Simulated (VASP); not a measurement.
Crystal: C.

```
C
1.0
     2.47000    0.00000    0.00000
    -1.23500    2.13908    0.00000
     0.00000    0.00000    6.79000
C
4
Direct
  0.00000 0.00000 0.00000
  0.00000 0.00000 0.50000
  0.33333 0.66667 0.00500
  0.66667 0.33333 0.50500
```

Base run:

- Program: VASP 6.6.1
- Functional: PBE
- Potentials or basis: VASP PAW PBE potentials, release 64 (C)
- Cutoff: 520 eV
- k mesh: 15 × 15 × 5
- Occupations: fermi-dirac, width 0.01 eV
- Spin: no spin polarisation

Its results: band gap on the k mesh zero (band 8 reaches 4.54 eV, above the bottom of band 9 at 4.52 eV); pressure 0.0 GPa; largest force 0.567 eV/Å.

Task: The run is repeated on the same cell with these changes: functional from PBE to r2SCAN; occupations from fermi-dirac, width 0.01 eV to fermi-dirac, width 0.05 eV. What comes out?

Result: Band gap on the k mesh zero (band 8 reaches 4.48 eV, above the bottom of band 9 at 4.45 eV); pressure -3.8 GPa; largest force 0.587 eV/Å.

Caveats: this functional lacks dispersion, which binds the layers, so the pressure and a relaxed spacing across them are unreliable (some runs); the PAW data sets were made with another functional, which shifts forces and pressure a little (some runs).
